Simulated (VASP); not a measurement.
# W (Pm-3m) in VASP: a series of runs

W is run at these levels: PBE; tasks: single point.

Everything below comes from runs of VASP 6.6.1. Logs are shortened: lines on timing, memory, paths and dates and some standing lists are left out, and cuts for length are marked.

### Step 1. The cell of the first run

The structure is cubic, space group Pm-3m (No. 221). Conventional cell: a = 2.319 Å, b = 2.319 Å, c = 2.319 Å, α = 90.00°, β = 90.00°, γ = 90.00°. W (site symmetry m-3m) has 6 W at 2.32 Å within 3.1 Å.

### Step 2. Single point, PBE (volume scaled by 0.68)

Input file INCAR:

```
SYSTEM = W
PREC = Accurate
ENCUT = 520
EDIFF = 1E-6
ISMEAR = -1
SIGMA = 0.1
LREAL = .FALSE.
LASPH = .TRUE.
NELM = 80
ALGO = Normal
ISIF = 2
LWAVE = .FALSE.
LCHARG = .FALSE.
GGA = PE
NBANDS = 13
```

Input file KPOINTS:

```
regular mesh
0
G
  16 16 16
  0 0 0
```

Input file POSCAR:

```
W
1.0
    2.3194483266      0.0000000000      0.0000000000
    0.0000000000      2.3194483266      0.0000000000
    0.0000000000      0.0000000000      2.3194483266
W
1
Direct
    0.0000000000      0.0000000000      0.0000000000
```

Potentials or basis: VASP PAW PBE potentials, release 64 (W_sv).

Started as:

```bash
> cat potpaw_PBE.64/W_sv/POTCAR > POTCAR
> mpirun -np 1 vasp_std > vasp.out
```

OUTCAR:

```text
SYSTEM = W
   PREC = Accurate
   ENCUT = 520
   EDIFF = 1E-6
   ISMEAR = -1
   LREAL = .FALSE.
   LASPH = .TRUE.
   NELM = 80
   ISIF = 2
   GGA = PE

 ion  position               nearest neighbor table
   1  0.000  0.000  0.000-

  LATTYP: Found a simple cubic cell.
 ALAT       =     2.3194483266

  Lattice vectors:

 A1 = (   2.3194483266,   0.0000000000,   0.0000000000)
 A2 = (   0.0000000000,   2.3194483266,   0.0000000000)
 A3 = (   0.0000000000,   0.0000000000,   2.3194483266)

Analysis of symmetry for initial positions (statically):
=====================================================================
 Subroutine PRICEL returns:
 Original cell was already a primitive cell.

 Routine SETGRP: Setting up the symmetry group for a
 simple cubic supercell.

 Subroutine GETGRP returns: Found 48 space group operations
 (whereof 48 operations were pure point group operations)
 out of a pool of 48 trial point group operations.

The static configuration has the point symmetry O_h .

Analysis of symmetry for dynamics (positions and initial velocities):
=====================================================================
 Subroutine PRICEL returns:
 Original cell was already a primitive cell.

 Routine SETGRP: Setting up the symmetry group for a
 simple cubic supercell.

 Subroutine GETGRP returns: Found 48 space group operations
 (whereof 48 operations were pure point group operations)
 out of a pool of 48 trial point group operations.

The dynamic configuration has the point symmetry O_h .

 Subroutine INISYM returns: Found 48 space group operations
 (whereof 48 operations are pure point group operations),
 and found     1 'primitive' translations

----------------------------------------------------------------------------------------

                                     Primitive cell

  volume of cell :      12.4783

  direct lattice vectors                    reciprocal lattice vectors
     2.319448327  0.000000000  0.000000000     0.431137003  0.000000000  0.000000000
     0.000000000  2.319448327  0.000000000     0.000000000  0.431137003  0.000000000
     0.000000000  0.000000000  2.319448327     0.000000000  0.000000000  0.431137003

  length of vectors
     2.319448327  2.319448327  2.319448327     0.431137003  0.431137003  0.431137003

  position of ions in fractional coordinates (direct lattice)
     0.000000000  0.000000000  0.000000000

  ion indices of the primitive-cell ions
   primitive index   ion index
                 1           1

----------------------------------------------------------------------------------------

 KPOINTS: regular mesh

Automatic generation of k-mesh.
 Grid dimensions read from file:
 generate k-points for:   16   16   16

 Generating k-lattice:

  Cartesian coordinates                     Fractional coordinates (reciprocal lattice)
     0.026946063  0.000000000  0.000000000     0.062500000  0.000000000  0.000000000
     0.000000000  0.026946063  0.000000000     0.000000000  0.062500000  0.000000000
     0.000000000  0.000000000  0.026946063     0.000000000  0.000000000  0.062500000

  Length of vectors
     0.026946063  0.026946063  0.026946063

  Shift w.r.t. Gamma in fractional coordinates (k-lattice)
     0.000000000  0.000000000  0.000000000

 Subroutine IBZKPT returns following result:
 ===========================================

 Found    165 irreducible k-points:

 Following reciprocal coordinates:
            Coordinates               Weight
  0.000000  0.000000  0.000000      1.000000
  0.062500  0.000000  0.000000      6.000000
  0.125000  0.000000  0.000000      6.000000
  0.187500  0.000000  0.000000      6.000000
  0.250000  0.000000  0.000000      6.000000
  0.312500  0.000000  0.000000      6.000000
[... 16 lines left out ...]
  0.437500  0.125000  0.000000     24.000000
  0.500000  0.125000  0.000000     12.000000
 [... further k-points ...]
   k-points           NKPTS =    165   k-points in BZ     NKDIM =    165   number of bands    NBANDS=     13
   number of dos      NEDOS =    301   number of ions     NIONS =      1
   total plane-waves  NPLWV =   5832
   dimension x,y,z NGX =    18 NGY =   18 NGZ =   18
   dimension x,y,z NGXF=    36 NGYF=   36 NGZF=   36
   ions per type =               1
   NGX,Y,Z   is equivalent  to a cutoff of  12.90, 12.90, 12.90 a.u.
   NGXF,Y,Z  is equivalent  to a cutoff of  25.80, 25.80, 25.80 a.u.
 SYSTEM =  W
   PREC   = accura    normal or accurate (medium, high low for compatibility)
   ISTART =      0    job   : 0-new  1-cont  2-samecut
   ICHARG =      2    charge: 1-file 2-atom 10-const
   ISPIN  =      1    spin polarized calculation?
   LNONCOLLINEAR =      F non collinear calculations
   LSORBIT =      F    spin-orbit coupling
   LASPH  =      T    aspherical Exc in radial PAW
   ENCUT  =  520.0 eV  38.22 Ry    6.18 a.u.   4.31  4.31  4.31*2*pi/ulx,y,z
   NELM   =     80;   NELMIN=  2; NELMDL= -5     # of ELM steps
   EDIFF  = 0.1E-05   stopping-criterion for ELM
   LREAL  =      F    real-space projection
   EDIFFG = 0.1E-04   stopping-criterion for IOM
   NSW    =      0    number of steps for IOM
   IBRION =     -1    ionic relax: 0-MD 1-quasi-New 2-CG
   NFREE  =      0    steps in history (QN), initial steepest desc. (CG)
   ISIF   =      2    stress and relaxation
   ISYM   =      2    0-nonsym 1-usesym 2-fastsym
   POTIM  = 0.5000    time-step for ionic-motion
   TEBEG  =    0.0;   TEEND  =   0.0 temperature during run
   PSTRESS=    0.0 pullay stress
   NELECT =      14.0000    total number of electrons
   NUPDOWN=      -1.0000    fix difference up-down
   EMIN   =  10.00;   EMAX   =-10.00  energy-range for DOS
   EFERMI =   0.00;   METHOD = LEGACY
   ISMEAR =    -1;   SIGMA  =   0.10  broadening in eV -4-tet -1-fermi 0-gaus
   EFERMI_NEDOS =   21; number of points for ismear=-14 and -15
   IALGO  =     38    algorithm
   IMIX   =      4    mixing-type and parameters
     AMIX     =   0.40;   BMIX     =  1.00
     AMIX_MAG =   1.60;   BMIX_MAG =  1.00
  volume/ion in A,a.u.               =      12.48        84.21
  Fermi-wavevector in a.u.,A,eV,Ry     =   1.701112  3.214635 39.372277  2.893781
  Thomas-Fermi vector in A             =   2.781124
   LORBIT       =      0    0 simple, 1 ext, 2 COOP (PROOUT), +10 PAW based schemes
   GGA     = PE    functional components
   LHFCALC =     F    Hartree Fock is set to
   AEXX    =    0.0000 exact exchange contribution
   IVDW    =     0    specifies the selected vdW correction
   LEPSILON=     F    determine dielectric tensor
   LRPA    =     F    only Hartree local field effects (RPA)
 non-spin polarized calculation
  energy-cutoff  :      520.00
  volume of cell :       12.48
 maximum number of plane-waves:       356
 NGX is ok and might be reduce to    18
   NGX =  9   NGY =  9   NGZ =  9

 number of electron      14.0000004 magnetization

 Free energy of the ion-electron system (eV)
  ---------------------------------------------------
  ext. energy  EPLUGINS =         0.00000000
  ---------------------------------------------------
  free energy    TOTEN  =        -9.00789131 eV

  energy without entropy =       -8.97519536  energy(sigma->0) =       -8.99154333

 E-fermi :  15.0962     XC(G=0): -14.8993

 val. band max:       15.0873568017   @ k =   0.5000   0.3750   0.1875
 cond. band min:      15.1009347792   @ k =   0.3125   0.2500   0.1875
 fundamental gap:      0.0135779774
 Fermi energy:        15.0961720138

 k-point     1 :       0.0000    0.0000    0.0000
  band No.  band energies     occupation
      1     -59.1361      2.00000
      2     -21.6997      2.00000
      3     -21.6997      2.00000
      4     -21.6997      2.00000
      5       4.7145      2.00000
      6       8.2203      2.00000
      7       8.2203      2.00000
      8      22.8654      0.00000
      9      22.8654      0.00000
     10      22.8654      0.00000
     11      33.6493      0.00000
     12      33.6493      0.00000
     13      33.6493      0.00000

 k-point     2 :       0.0625    0.0000    0.0000
  band No.  band energies     occupation
      1     -59.1204      2.00000
      2     -21.8717      2.00000
      3     -21.6857      2.00000
      4     -21.6857      2.00000
      5       4.9142      2.00000
      6       8.2726      2.00000
      7       8.4899      2.00000
      8      22.4299      0.00000
      9      22.4299      0.00000
     10      22.8934      0.00000
     11      32.7593      0.00000
     12      34.1221      0.00000
     13      34.1221      0.00000

 k-point     3 :       0.1250    0.0000    0.0000
  band No.  band energies     occupation
      1     -59.0756      2.00000
      2     -22.3445      2.00000
      3     -21.6455      2.00000
      4     -21.6455      2.00000
      5       5.4289      2.00000
      6       8.4246      2.00000
      7       9.3149      2.00000
      8      21.3593      0.00000
      9      21.3594      0.00000
     10      22.9740      0.00000
     11      30.9156      0.00000
     12      35.2787      0.00000
     13      35.2787      0.00000

 k-point     4 :       0.1875    0.0000    0.0000
  band No.  band energies     occupation
      1     -59.0081      2.00000
      2     -23.0109      2.00000
      3     -21.5849      2.00000
      4     -21.5849      2.00000
      5       6.0992      2.00000
      6       8.6608      2.00000
      7      10.6580      2.00000
      8      20.0506      0.00000
      9      20.0506      0.00000
     10      23.0967      0.00000
     11      29.0326      0.00000
     12      35.9462      0.00000
     13      36.6742      0.00000

 k-point     5 :       0.2500    0.0000    0.0000
  band No.  band energies     occupation
      1     -58.9278      2.00000
      2     -23.7436      2.00000
      3     -21.5125      2.00000
      4     -21.5125      2.00000
      5       6.8298      2.00000
      6       8.9545      2.00000
      7      12.2896      2.00000
      8      18.7732      0.00000
      9      18.7732      0.00000
     10      23.2448      0.00000
     11      27.5854      0.00000
     12      33.8194      0.00000
     13      38.0318      0.00000
[... 257 lines left out ...]
 k-point    22 :       0.3750    0.1250    0.0000
  band No.  band energies     occupation
      1     -58.7181      2.00000
      2     -24.8969      2.00000
      3     -21.9815      2.00000
      4     -21.3249      2.00000
      5       8.8830      2.00000
      6      10.5140      2.00000
      7      12.9225      2.00000
      8      17.0208      0.00000
      9      17.8855      0.00000
     10      22.2466      0.00000
     11      28.0721      0.00000
     12      32.4163      0.00000
     13      36.6191      0.00000

 k-point    23 :       0.4375    0.1250    0.0000
  band No.  band energies     occupation
      1     -58.6716      2.00000
      2     -25.2472      2.00000
      3     -21.9340      2.00000
      4     -21.2828      2.00000
      5       9.4174      2.00000
      6      10.8602      2.00000
      7      12.3126      2.00000
      8      16.5101      0.00000
      9      18.3265      0.00000
     10      22.3562      0.00000
     11      29.2040      0.00000
     12      31.6424      0.00000
     13      37.3849      0.00000

 k-point    24 :       0.5000    0.1250    0.0000
  band No.  band energies     occupation
      1     -58.6552      2.00000
      2     -25.3678      2.00000
      3     -21.9173      2.00000
      4     -21.2680      2.00000
      5       9.6300      2.00000
      6      11.0996      2.00000
      7      11.9400      2.00000
      8      16.3369      0.00001
      9      18.4332      0.00000
     10      22.3954      0.00000
     11      30.0480      0.00000
     12      31.3309      0.00000
     13      38.1102      0.00000

 [... further k-points ...]

------------------------ aborting loop because EDIFF is reached ----------------------------------------

  FORCE on cell =-STRESS in cart. coord.  units (eV):
  Direction    XX          YY          ZZ          XY          YZ          ZX
  --------------------------------------------------------------------------------------
  -------------------------------------------------------------------------------------
  Total       14.7710224     14.7710224     14.7710224     -0.0000000      0.0000000     -0.0000000
  in kB     1896.5619599   1896.5619599   1896.5619599     -0.0000000      0.0000000     -0.0000000
  external PRESSURE =    1896.5619599 kB  Pullay stress =       0.0000000 kB

 VOLUME and BASIS-vectors are now :
 -----------------------------------------------------------------------------
  energy-cutoff  :      520.00
  volume of cell :       12.48
      direct lattice vectors                 reciprocal lattice vectors
     2.319448327  0.000000000  0.000000000     0.431137003  0.000000000  0.000000000
     0.000000000  2.319448327  0.000000000     0.000000000  0.431137003  0.000000000
     0.000000000  0.000000000  2.319448327     0.000000000  0.000000000  0.431137003

 POSITION                                       TOTAL-FORCE (eV/Angst)
 -----------------------------------------------------------------------------------
      0.00000      0.00000      0.00000         0.000000      0.000000      0.000000
 -----------------------------------------------------------------------------------
    total drift:                               -0.000000      0.000000      0.000000

  FREE ENERGIE OF THE ION-ELECTRON SYSTEM (eV)
  ---------------------------------------------------
  free  energy   TOTEN  =        -9.0078913057 eV

  energy  without entropy=       -8.9751953598  energy(sigma->0) =       -8.99154333
```

Run time: 28 s. Hardware: 1 thread of Intel Xeon 8259CL, shared host; peak memory 0.14 GiB.

What came out:

```
Free energy            : -9.0079 eV
Pressure               : 189.7 GPa
Band gap on the k mesh : zero (band 7 reaches 17.84 eV, above the bottom of band 8 at 13.49 eV)
```

Caveat: spin-orbit coupling is left out, which moves the levels of the heavy elements.

### Step 3. Single point, PBE (volume scaled by 0.76)

Input file INCAR:

```
PREC     = Accurate       # precision mode
ENCUT    = 520            # plane-wave cutoff, eV
EDIFF    = 1E-7           # SCF threshold, eV
ISMEAR   = -1             # smearing method
SIGMA    = 0.1            # smearing width, eV
LREAL    = False          # projectors in reciprocal space
LASPH    = True           # aspherical terms in the spheres
NELM     = 80             # most SCF steps
ALGO     = Normal         # electronic algorithm
ISIF     = 2              # what is computed and relaxed
LWAVE    = False          # write WAVECAR
LCHARG   = True           # write CHGCAR
GGA      = PE             # functional
LELF     = True           # ELF
LVHAR    = True         
NBANDS   = 13             # bands
```

Input file KPOINTS:

```
regular mesh
0
Gamma
  16 16 16
```

Input file POSCAR:

```
W
1.0
    2.4070563727      0.0000000000      0.0000000000
    0.0000000000      2.4070563727      0.0000000000
    0.0000000000      0.0000000000      2.4070563727
W
1
Direct
    0.0000000000      0.0000000000      0.0000000000
```

Potentials or basis: VASP PAW PBE potentials, release 64 (W_sv).

Started as:

```bash
> cat potpaw_PBE.64/W_sv/POTCAR > POTCAR
> mpirun -np 1 vasp_std > vasp.out
```

Wall time 34 s (1 thread of Intel Xeon 8259CL, shared host); peak memory 0.14 GiB.

Results (log left out):

| Property | Result |
| --- | --- |
| Free energy | -10.3465 eV |
| Pressure | 108.4 GPa |
| Band gap on the k mesh | zero (band 7 reaches 15.75 eV, above the bottom of band 8 at 11.71 eV) |

Levels at points of the mesh, in eV from the Fermi level:
```csv
k point,band 5,band 6,band 7,band 8,band 9,band 10
"(0.00, 0.00, 0.00)",-9.84,-5.94,-5.94,6.83,6.83,6.83
"(0.50, 0.00, 0.00)",-5.72,-4.56,-0.42,1.13,1.13,7.48
"(0.50, 0.50, 0.00)",-7.94,-3.37,2.31,2.31,6.59,6.59
"(0.50, 0.50, 0.50)",-5.65,-5.65,-5.65,6.65,11.24,11.24
```

Caveat: spin-orbit coupling is left out, which moves the levels of the heavy elements.

### Step 4. Single point, PBE (volume scaled by 0.84)

Input file INCAR:

```
SYSTEM = W
PREC = Accurate
ENCUT = 520
EDIFF = 1E-6
ISMEAR = -1
SIGMA = 0.1
LREAL = .False.
LASPH = .True.
NELM = 60
ALGO = Normal
ISIF = 2
LWAVE = .False.
LCHARG = .True.
GGA = PE
LELF = .True.
LVHAR = .True.
NBANDS = 13
```

Input file KPOINTS:

```
Automatic mesh
0
Gamma
  16 16 16
  0 0 0
```

Input file POSCAR:

```
W
1.0
    2.4887130555      0.0000000000      0.0000000000
    0.0000000000      2.4887130555      0.0000000000
    0.0000000000      0.0000000000      2.4887130555
W
1
Direct
    0.0000000000      0.0000000000      0.0000000000
```

Started as:

```bash
> cat potpaw_PBE.64/W_sv/POTCAR > POTCAR
> mpirun -np 1 vasp_std > vasp.out
```

Wall time 37 s (1 thread of Intel Xeon 8259CL, shared host); peak memory 0.15 GiB.

Results (log left out):

```
Free energy            : -11.0838 eV
Pressure               : 56.2 GPa
Band gap on the k mesh : zero (band 7 reaches 14.00 eV, above the bottom of band 8 at 10.26 eV)
```

Levels at points of the mesh, in eV from the Fermi level:
```tsv
k point	band 5	band 6	band 7	band 8	band 9	band 10
(0.00, 0.00, 0.00)	-9.39	-5.28	-5.28	5.99	5.99	5.99
(0.50, 0.00, 0.00)	-5.50	-4.06	-0.60	1.07	1.07	6.53
(0.50, 0.50, 0.00)	-6.95	-3.20	2.09	2.09	5.83	5.83
(0.50, 0.50, 0.50)	-4.92	-4.92	-4.92	6.96	9.79	9.79
```

Caveat: spin-orbit coupling is left out, which moves the levels of the heavy elements.

### Step 5. Single point, PBE (volume scaled by 0.84)

Input file INCAR:

```
  PREC = Accurate
  ENCUT = 520
  EDIFF = 1E-7
  ISMEAR = -1
  SIGMA = 0.1
  LREAL = False
  LASPH = True
  NELM = 80
  ALGO = Normal
  ISIF = 2
  LWAVE = False
  LCHARG = True
  GGA = PE
  LELF = True
  LVHAR = True
  NBANDS = 13
```

Input file KPOINTS:

```
regular mesh
0
Gamma
  16 16 16
```

POSCAR is that of step 4.

Started as:

```bash
> cat potpaw_PBE.64/W_sv/POTCAR > POTCAR
> mpirun -np 1 vasp_std > vasp.out
```

Run time: 42 s. Hardware: 1 thread of Intel Xeon 8259CL, shared host; peak memory 0.15 GiB.

The run converged. Its results:

```
Free energy            : -11.0838 eV
Pressure               : 56.2 GPa
Band gap on the k mesh : zero (band 7 reaches 14.00 eV, above the bottom of band 8 at 10.26 eV)
```

Levels at points of the mesh, in eV from the Fermi level:
| k point | band 3 | band 4 | band 5 | band 6 | band 7 | band 8 | band 9 | band 10 | band 11 | band 12 |
| --- | --- | --- | --- | --- | --- | --- | --- | --- | --- | --- |
| (0.00, 0.00, 0.00) | -37.26 | -37.26 | -9.39 | -5.28 | -5.28 | 5.99 | 5.99 | 5.99 | 16.30 | 16.30 |
| (0.50, 0.00, 0.00) | -37.06 | -37.06 | -5.50 | -4.06 | -0.60 | 1.07 | 1.07 | 6.53 | 11.63 | 14.26 |
| (0.50, 0.50, 0.00) | -39.06 | -36.87 | -6.95 | -3.20 | 2.09 | 2.09 | 5.83 | 5.83 | 9.40 | 16.65 |
| (0.50, 0.50, 0.50) | -38.78 | -38.78 | -4.92 | -4.92 | -4.92 | 6.96 | 9.79 | 9.79 | 14.30 | 14.30 |

Caveat: spin-orbit coupling is left out, which moves the levels of the heavy elements.

### Step 6. Overview

| cell | gap on the mesh (eV) | pressure (GPa) |
| --- | --- | --- |
| a = 2.319 Å, 1 atom | none | 189.7 |
| a = 2.407 Å, 1 atom | none | 108.4 |
| a = 2.489 Å, 1 atom | none | 56.2 |

Alike in all rows: task single point; level PBE; potentials or basis VASP PAW PBE potentials, release 64 (W_sv); no spin polarisation; k mesh 16 × 16 × 16; cutoff (eV) 520; smearing fermi-dirac 0.1 eV.

Caveats: spin-orbit coupling is left out, which moves the levels of the heavy elements.

Absolute energies hang on the potentials; compare differences alone.
